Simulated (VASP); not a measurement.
# Be3CdS4 in VASP: notebook, part 2 of 2

VASP 6.6.1. The steps go on from the part before.

### Step 3. Single point, PBE

This run uses another cell than the first one, of 16.91 Å³/atom.

INCAR

```
SYSTEM = Be3CdS4
  PREC = Accurate
  ENCUT = 520
  EDIFF = 1E-6
  ISMEAR = 0
  SIGMA = 0.1
  LREAL = .FALSE.
  LASPH = .TRUE.
  NELM = 80
  ALGO = Normal
  ISIF = 2
  LWAVE = .FALSE.
  LCHARG = .FALSE.
  GGA = PE
  NBANDS = 31
```

KPOINTS

```
regular mesh
0
G
  4 4 2
  0 0 0
```

POSCAR

```
Be3CdS4
1.0
    3.5726359569      0.0000000000      0.0000000000
    0.0000000000      3.5726359569      0.0000000000
    0.0000000000      0.0000000000     10.5976387354
Be Cd S
3 1 4
Direct
    0.5000000000      0.5000000000      0.2758592665
    0.0000000000      0.0000000000      0.5000000000
    0.5000000000      0.5000000000      0.7241407335
    1.0000000000      0.0000000000      0.0000000000
    0.5000000000      0.0000000000      0.1671250261
    0.5000000000      0.0000000000      0.6117731082
    0.0000000000      0.5000000000      0.3882268918
    0.0000000000      0.5000000000      0.8328749739
```

Potentials or basis: VASP PAW PBE potentials, release 64 (Be, Cd, S).

Command:

```
$ cat potpaw_PBE.64/Be/POTCAR potpaw_PBE.64/Cd/POTCAR potpaw_PBE.64/S/POTCAR > POTCAR
$ mpirun -np 1 vasp_std > vasp.out
```

OUTCAR:

```text
SYSTEM = Be3CdS4
   PREC = Accurate
   ENCUT = 520
   EDIFF = 1E-6
   ISMEAR = 0
   LREAL = .FALSE.
   LASPH = .TRUE.
   NELM = 80
   ISIF = 2
   GGA = PE

 ion  position               nearest neighbor table
   1  0.500  0.500  0.276-   5 2.13   5 2.13   7 2.15   7 2.15
   2  0.000  0.000  0.500-   6 2.14   7 2.14   7 2.14   6 2.14
   3  0.500  0.500  0.724-   8 2.13   8 2.13   6 2.15   6 2.15
   4  0.000  0.000  0.000-   5 2.52   8 2.52   8 2.52   5 2.52
   5  0.500  0.000  0.167-   1 2.13   1 2.13   4 2.52   4 2.52
   6  0.500  0.000  0.612-   2 2.14   2 2.14   3 2.15   3 2.15
   7  0.000  0.500  0.388-   2 2.14   2 2.14   1 2.15   1 2.15
   8  0.000  0.500  0.833-   3 2.13   3 2.13   4 2.52   4 2.52

  LATTYP: Found a simple tetragonal cell.
 ALAT       =     3.5726359569
 C/A-ratio  =     2.9663360228

  Lattice vectors:

 A1 = (   3.5726359569,   0.0000000000,   0.0000000000)
 A2 = (   0.0000000000,   3.5726359569,   0.0000000000)
 A3 = (   0.0000000000,   0.0000000000,  10.5976387354)

Analysis of symmetry for initial positions (statically):
=====================================================================
 Subroutine PRICEL returns:
 Original cell was already a primitive cell.

 Routine SETGRP: Setting up the symmetry group for a
 simple tetragonal supercell.

 Subroutine GETGRP returns: Found  8 space group operations
 (whereof  8 operations were pure point group operations)
 out of a pool of 16 trial point group operations.

The static configuration has the point symmetry D_2d.

Analysis of symmetry for dynamics (positions and initial velocities):
=====================================================================
 Subroutine PRICEL returns:
 Original cell was already a primitive cell.

 Routine SETGRP: Setting up the symmetry group for a
 simple tetragonal supercell.

 Subroutine GETGRP returns: Found  8 space group operations
 (whereof  8 operations were pure point group operations)
 out of a pool of 16 trial point group operations.
[... 125 lines left out ...]
   GGA     = PE    functional components
   LHFCALC =     F    Hartree Fock is set to
   AEXX    =    0.0000 exact exchange contribution
   IVDW    =     0    specifies the selected vdW correction
   LEPSILON=     F    determine dielectric tensor
   LRPA    =     F    only Hartree local field effects (RPA)
 non-spin polarized calculation
 Gauss-broadening in eV      SIGMA  =   0.10
  energy-cutoff  :      520.00
  volume of cell :      135.27
 maximum number of plane-waves:      3664
 NGX is ok and might be reduce to    28
   NGX = 13   NGY = 13   NGZ = 39

 number of electron      41.9999992 magnetization

 Free energy of the ion-electron system (eV)
  ---------------------------------------------------
  ext. energy  EPLUGINS =         0.00000000
  ---------------------------------------------------
  free energy    TOTEN  =       -35.58113751 eV

  energy without entropy =      -35.58113751  energy(sigma->0) =      -35.58113751

 E-fermi :   3.8855     XC(G=0):  -9.5784

 val. band max:        3.4459907058   @ k =   0.0000   0.0000   0.0000
 cond. band min:       6.2925713807   @ k =   0.0000   0.0000   0.0000
 fundamental gap:      2.8465806749
 Fermi energy:         3.8854781904

 k-point     1 :       0.0000    0.0000    0.0000
  band No.  band energies     occupation
      1     -10.0869      2.00000
      2      -9.5198      2.00000
      3      -9.0896      2.00000
      4      -8.3005      2.00000
      5      -4.6514      2.00000
      6      -4.4523      2.00000
[... 397 lines left out ...]
     30      12.2788      0.00000
     31      12.2788      0.00000

------------------------ aborting loop because EDIFF is reached ----------------------------------------

  FORCE on cell =-STRESS in cart. coord.  units (eV):
  Direction    XX          YY          ZZ          XY          YZ          ZX
  --------------------------------------------------------------------------------------
  -------------------------------------------------------------------------------------
  Total        0.2992383      0.2992383     -0.0155454      0.0000000     -0.0000000      0.0000000
  in kB        3.5443874      3.5443874     -0.1841301      0.0000000     -0.0000000      0.0000000
  external PRESSURE =       2.3015482 kB  Pullay stress =       0.0000000 kB

 VOLUME and BASIS-vectors are now :
 -----------------------------------------------------------------------------
  energy-cutoff  :      520.00
  volume of cell :      135.27
      direct lattice vectors                 reciprocal lattice vectors
     3.572635957  0.000000000  0.000000000     0.279905373  0.000000000  0.000000000
     0.000000000  3.572635957  0.000000000     0.000000000  0.279905373  0.000000000
     0.000000000  0.000000000 10.597638735     0.000000000  0.000000000  0.094360642

 POSITION                                       TOTAL-FORCE (eV/Angst)
 -----------------------------------------------------------------------------------
      1.78632      1.78632      2.92346         0.000000      0.000000     -0.007204
      0.00000      0.00000      5.29882         0.000000     -0.000000      0.000000
      1.78632      1.78632      7.67418         0.000000      0.000000      0.007204
      0.00000      0.00000      0.00000        -0.000000     -0.000000      0.000000
      1.78632      0.00000      1.77113         0.000000     -0.000000      0.070836
      1.78632      0.00000      6.48335        -0.000000     -0.000000     -0.002231
      0.00000      1.78632      4.11429         0.000000      0.000000      0.002231
      0.00000      1.78632      8.82651         0.000000     -0.000000     -0.070836
 -----------------------------------------------------------------------------------
    total drift:                               -0.000000     -0.000000     -0.000000

  FREE ENERGIE OF THE ION-ELECTRON SYSTEM (eV)
  ---------------------------------------------------
  free  energy   TOTEN  =       -35.5811375112 eV

  energy  without entropy=      -35.5811375112  energy(sigma->0) =      -35.58113751
```

stdout:

```text
POSCAR found type information on POSCAR BeCdS
 POSCAR found :  3 types and       8 ions
 scaLAPACK will be used
 LDA part: xc-table for (Slater+PW92), standard interpolation
 POSCAR, INCAR and KPOINTS ok, starting setup
 FFT: planning ... GRIDC
 FFT: planning ... GRID_SOFT
 FFT: planning ... GRID
 WAVECAR not read
 entering main loop
```

It took 63 s on 1 thread of AMD EPYC 7R13, shared host; peak memory 0.22 GiB.

Results:

```
Free energy            : -35.5811 eV
Pressure               : 0.2 GPa
Largest force          : 0.071 eV/Å
Band gap on the k mesh : 2.85 eV
```

Forces on the atoms (eV/Å):
```
Be   0.000  0.000 -0.007
Be   0.000  0.000  0.000
Be   0.000  0.000  0.007
Cd   0.000  0.000  0.000
S    0.000  0.000  0.071
S    0.000  0.000 -0.002
S    0.000  0.000  0.002
S    0.000  0.000 -0.071
```

Levels at points of the mesh, in eV from the valence-band top:
| k point | band 18 | band 19 | band 20 | band 21 | band 22 | band 23 | band 24 | band 25 |
| --- | --- | --- | --- | --- | --- | --- | --- | --- |
| (0.00, 0.00, 0.00) | -1.31 | -0.58 | 0.00 | 0.00 | 2.85 | 2.99 | 3.82 | 4.57 |
| (0.50, 0.00, 0.00) | -1.59 | -1.22 | -1.22 | -0.17 | 3.30 | 3.85 | 5.10 | 5.31 |
| (0.50, 0.50, 0.00) | -2.85 | -2.49 | -2.49 | -2.36 | 2.96 | 2.96 | 3.60 | 4.92 |
| (0.00, 0.00, 0.50) | -1.03 | -1.03 | -0.17 | -0.17 | 2.93 | 3.31 | 3.75 | 4.59 |
| (0.50, 0.00, 0.50) | -1.66 | -1.60 | -1.58 | -0.17 | 3.61 | 4.17 | 4.98 | 5.12 |
| (0.50, 0.50, 0.50) | -2.85 | -2.77 | -2.66 | -2.66 | 3.83 | 3.83 | 4.03 | 4.11 |

Caveat: the k points lie up to 0.44 Å⁻¹ apart.

### Step 4. Relaxation of cell and atoms, PBE

This run uses another cell than the first one, of 16.65 Å³/atom.

INCAR

```
SYSTEM = Be3CdS4
PREC     = Accurate       ! precision mode
ENCUT    = 600            ! plane-wave cutoff, eV
EDIFF    = 1E-7           ! SCF threshold, eV
ISMEAR   = 0              ! smearing method
SIGMA    = 0.15           ! smearing width, eV
LREAL    = .FALSE.        ! projectors in reciprocal space
LASPH    = .TRUE.         ! aspherical terms in the spheres
NELM     = 100            ! most SCF steps
ALGO     = Normal         ! electronic algorithm
ISIF     = 3              ! what is computed and relaxed
LWAVE    = .FALSE.        ! write WAVECAR
LCHARG   = .FALSE.        ! write CHGCAR
GGA      = PE             ! functional
IBRION   = 2              ! ionic algorithm
NSW      = 36             ! ionic steps
EDIFFG   = -0.08          ! ionic threshold
```

KPOINTS

```
regular mesh
0
G
  3 3 2
  0 0 0
```

POSCAR

```
Be3CdS4
1.0
    3.6100000000      0.0000000000      0.0000000000
    0.0000000000      3.6100000000      0.0000000000
    0.0000000000      0.0000000000     10.2200000000
Be Cd S
3 1 4
Direct
    0.5000000000      0.5000000000      0.2600000000
    0.0000000000      0.0000000000      0.5000000000
    0.5000000000      0.5000000000      0.7400000000
    0.0000000000      0.0000000000      0.0000000000
    0.5000000000      0.0000000000      0.1450000000
    0.5000000000      0.0000000000      0.6150000000
    0.0000000000      0.5000000000      0.3850000000
    0.0000000000      0.5000000000      0.8550000000
```

Command:

```
$ cat potpaw_PBE.64/Be/POTCAR potpaw_PBE.64/Cd/POTCAR potpaw_PBE.64/S/POTCAR > POTCAR
$ mpirun -np 1 vasp_std > vasp.out
```

Wall time 3.7 min (1 thread of AMD EPYC 7R13, shared host); peak memory 0.25 GiB.

Results (log left out):

| Item | Value |
| --- | --- |
| Free energy | -35.4028 eV |
| Relaxed volume | 17.02 Å³/atom |
| Relaxed cell | a = 3.609 Å, b = 3.609 Å, c = 10.452 Å, α = 90.00°, β = 90.00°, γ = 90.00° |
| Space group after relaxing (to 0.1 Å) | P-4m2 (No. 115) |
| Energy gained by relaxing | 93.1 meV/atom |
| Ionic steps | 8 |
| Pressure after relaxing | 0.0 GPa |
| Largest force after relaxing | 0.029 eV/Å |
| Band gap on the k mesh | 2.84 eV |

Forces on the atoms (eV/Å):
```
Be   0.000  0.000  0.020
Be   0.000  0.000  0.000
Be   0.000  0.000 -0.020
Cd   0.000  0.000  0.000
S    0.000  0.000 -0.004
S    0.000  0.000  0.029
S    0.000  0.000 -0.029
S    0.000  0.000  0.004
```

Stress tensor (GPa, compression positive):
```
 0.05  0.00  0.00
 0.00  0.05  0.00
 0.00  0.00 -0.12
```

The path:
| step | energy change (eV) | largest force (eV/Å) | pressure (GPa) | volume (Å³) |
| --- | --- | --- | --- | --- |
| 1 | 0.0000 | 2.7886 | 4.63 | 133.19 |
| 2 | -0.5113 | 0.6899 | -2.78 | 142.67 |
| 3 | -0.5114 | 0.6910 | -2.80 | 142.72 |
| 4 | -0.6444 | 0.5641 | -0.69 | 138.05 |
| 5 | -0.6680 | 0.4741 | 0.81 | 135.23 |
| 6 | -0.7140 | 0.3579 | 0.44 | 135.66 |
| 7 | -0.7404 | 0.2074 | -0.06 | 136.31 |
| 8 | -0.7447 | 0.0288 | -0.01 | 136.18 |

Final structure:
```yaml
crystal:
  lattice:
    - [3.60948, 0.00000, 0.00000]
    - [0.00000, 3.60948, 0.00000]
    - [0.00000, 0.00000, 10.45235]
  atoms:
    - { symbol: Be, position: [0.50000, 0.50000, 0.27663] }
    - { symbol: Be, position: [0.00000, 0.00000, 0.50000] }
    - { symbol: Be, position: [0.50000, 0.50000, 0.72337] }
    - { symbol: Cd, position: [0.00000, 0.00000, 0.00000] }
    - { symbol: S, position: [0.50000, 0.00000, 0.16888] }
    - { symbol: S, position: [0.50000, 0.00000, 0.61097] }
    - { symbol: S, position: [0.00000, 0.50000, 0.38903] }
    - { symbol: S, position: [0.00000, 0.50000, 0.83112] }
```

Levels at points of the mesh, in eV from the valence-band top:
| k point | band 19 | band 20 | band 21 | band 22 | band 23 | band 24 |
| --- | --- | --- | --- | --- | --- | --- |
| (0.00, 0.00, 0.00) | -0.49 | 0.00 | 0.00 | 2.84 | 2.94 | 3.79 |
| (0.00, 0.00, 0.50) | -1.06 | -0.17 | -0.17 | 2.88 | 3.33 | 3.71 |

Caveat: the k points lie up to 0.58 Å⁻¹ apart in the final cell; an odd mesh through Γ misses points on the zone boundary, where band edges can lie.

### Step 5. Single point, PBE

This run uses another cell than the first one, of 16.92 Å³/atom.

INCAR

```
ALGO = Normal
EDIFF = 1E-6
ENCUT = 520
GGA = PE
ISIF = 2
ISMEAR = 0
LASPH = T
LCHARG = F
LREAL = F
LWAVE = F
NBANDS = 31
NELM = 80
PREC = Accurate
SIGMA = 0.1
```

KPOINTS

```
k-points
0
Gamma
  4 4 2
```

POSCAR

```
Be3CdS4
1.0
    3.5803177839      0.0000047459      0.0000087219
    0.0000050246      3.5803111117      0.0000168434
   -0.0004202267      0.0003777024     10.5620683540
Be Cd S
3 1 4
Direct
    0.4999850239      0.5001050681      0.2758973813
    0.0000275161      0.0000020051      0.5000007464
    0.5001086830      0.4999866401      0.7241037630
    0.9998198996     -0.0001602629      0.0000014087
    0.4999273565      0.0000781082      0.1673150223
    0.5000330436      0.0000157423      0.6117388861
    0.0000108563      0.5000409341      0.3882581498
    0.0000876211      0.4999317651      0.8326846426
```

Command:

```
$ cat potpaw_PBE.64/Be/POTCAR potpaw_PBE.64/Cd/POTCAR potpaw_PBE.64/S/POTCAR > POTCAR
$ mpirun -np 1 vasp_std > vasp.out
```

Wall time 1.7 min (1 thread of AMD EPYC 7R13, shared host); peak memory 0.24 GiB.

The run converged. Its results:

```
Free energy            : -35.5821 eV
Pressure               : 0.2 GPa
Largest force          : 0.053 eV/Å
Band gap on the k mesh : 2.86 eV
```

Forces in eV/Å, atoms in the order of the input:
```
Be   0.000 -0.001  0.000
Be   0.000  0.001  0.000
Be  -0.001  0.000 -0.001
Cd   0.001  0.001  0.000
S   -0.001  0.000  0.053
S    0.000  0.000 -0.002
S    0.000  0.000  0.002
S    0.000  0.000 -0.053
```

Levels at points of the mesh, in eV from the valence-band top:
```csv
k point,band 19,band 20,band 21,band 22,band 23,band 24
"(0.00, 0.00, 0.00)",-0.56,0.00,0.00,2.86,2.98,3.81
"(0.50, 0.00, 0.00)",-1.19,-1.19,-0.18,3.33,3.87,5.07
"(0.00, 0.50, 0.00)",-1.19,-1.19,-0.18,3.33,3.87,5.07
"(0.50, 0.50, 0.00)",-2.47,-2.47,-2.33,2.98,2.98,3.62
"(0.00, 0.00, 0.50)",-1.04,-0.17,-0.17,2.92,3.32,3.74
"(0.50, 0.00, 0.50)",-1.61,-1.60,-0.18,3.64,4.20,4.95
"(0.00, 0.50, 0.50)",-1.61,-1.60,-0.18,3.64,4.20,4.95
"(0.50, 0.50, 0.50)",-2.76,-2.65,-2.65,3.86,3.86,4.05
```

Caveat: the k points lie up to 0.44 Å⁻¹ apart.

### Step 6. Single point, PBE

This run uses another cell than the first one, of 16.91 Å³/atom.

INCAR

```
SYSTEM = Be3CdS4
PREC = Accurate
ENCUT = 520
EDIFF = 1E-6
ISMEAR = 0
SIGMA = 0.02
LREAL = .FALSE.
LASPH = .TRUE.
NELM = 60
ALGO = Normal
ISIF = 2
LWAVE = .FALSE.
LCHARG = .TRUE.
GGA = PE
LELF = .TRUE.
LVHAR = .TRUE.
NBANDS = 31
```

KPOINTS

```
regular mesh
0
G
  6 6 4
  0 0 0
```

POSCAR

```
Be3CdS4
1.0
    3.5726359569      0.0000000000      0.0000000000
    0.0000000000      3.5726359569      0.0000000000
    0.0000000000      0.0000000000     10.5976387354
Be Cd S
3 1 4
Direct
    0.5000000000      0.5000000000      0.2758592665
    0.0000000000      0.0000000000      0.5000000000
    0.5000000000      0.5000000000      0.7241407335
    0.0000000000      0.0000000000      0.0000000000
    0.5000000000      0.0000000000      0.1671250261
    0.5000000000      0.0000000000      0.6117731082
    0.0000000000      0.5000000000      0.3882268918
    0.0000000000      0.5000000000      0.8328749739
```

Potentials or basis: VASP PAW PBE potentials, release 64 (Be, Cd, S).

Command:

```
$ cat potpaw_PBE.64/Be/POTCAR potpaw_PBE.64/Cd/POTCAR potpaw_PBE.64/S/POTCAR > POTCAR
$ mpirun -np 1 vasp_std > vasp.out
```

It took 2.5 min on 1 thread of AMD EPYC 7R13, shared host; peak memory 0.27 GiB.

It converged, with:

| Item | Value |
| --- | --- |
| Free energy | -35.6284 eV |
| Pressure | 0.1 GPa |
| Largest force | 0.049 eV/Å |
| Band gap on the k mesh | 2.85 eV |

Forces in eV/Å, atoms in the order of the input:
```
Be   0.000  0.000 -0.003
Be   0.000  0.000  0.000
Be   0.000  0.000  0.003
Cd   0.000  0.000  0.000
S    0.000  0.000  0.049
S    0.000  0.000 -0.001
S    0.000  0.000  0.001
S    0.000  0.000 -0.049
```

Levels at points of the mesh, in eV from the valence-band top:
| k point | band 18 | band 19 | band 20 | band 21 | band 22 | band 23 | band 24 | band 25 |
| --- | --- | --- | --- | --- | --- | --- | --- | --- |
| (0.00, 0.00, 0.00) | -1.31 | -0.58 | 0.00 | 0.00 | 2.85 | 2.99 | 3.82 | 4.57 |
| (0.50, 0.00, 0.00) | -1.58 | -1.22 | -1.22 | -0.17 | 3.31 | 3.85 | 5.11 | 5.31 |
| (0.50, 0.50, 0.00) | -2.85 | -2.48 | -2.48 | -2.35 | 2.96 | 2.96 | 3.60 | 4.93 |
| (0.00, 0.00, 0.50) | -1.03 | -1.03 | -0.17 | -0.17 | 2.94 | 3.31 | 3.75 | 4.60 |
| (0.50, 0.00, 0.50) | -1.66 | -1.60 | -1.58 | -0.17 | 3.62 | 4.17 | 4.98 | 5.12 |
| (0.50, 0.50, 0.50) | -2.85 | -2.77 | -2.65 | -2.65 | 3.84 | 3.84 | 4.03 | 4.11 |

### Step 7. Summary

```csv
task,cell,k mesh,cutoff (eV),smearing,gap on the mesh (eV),pressure (GPa),largest force (eV/Å)
single point,"a = 3.616, b = 3.616, c = 10.393 Å, 8 atoms, atomic positions A",3 × 3 × 2,520,gaussian 0.15 eV,2.87,0.2,0.11
single point,"a = 3.573, b = 3.573, c = 10.598 Å, 8 atoms, atomic positions A",4 × 4 × 2,520,gaussian 0.1 eV,2.85,0.2,0.07
relaxation of cell and atoms,"relaxed from a = 3.610, b = 3.610, c = 10.220 Å, 8 atoms, atomic positions B",3 × 3 × 2,600,gaussian 0.15 eV,2.84,0.0,0.03
single point,"a = 3.580, b = 3.580, c = 10.562 Å, 8 atoms, atomic positions A",4 × 4 × 2,520,gaussian 0.1 eV,2.86,0.2,0.05
single point,"a = 3.573, b = 3.573, c = 10.598 Å, 8 atoms, atomic positions A",6 × 6 × 4,520,gaussian 0.02 eV,2.85,0.1,0.05
```

Alike in all rows: level PBE; potentials or basis VASP PAW PBE potentials, release 64 (Be, Cd, S); no spin polarisation.

Caveats: some runs use coarse meshes; an odd mesh through Γ misses points on the zone boundary, where band edges can lie (at least some runs).

Absolute energies hang on the potentials; compare differences alone.
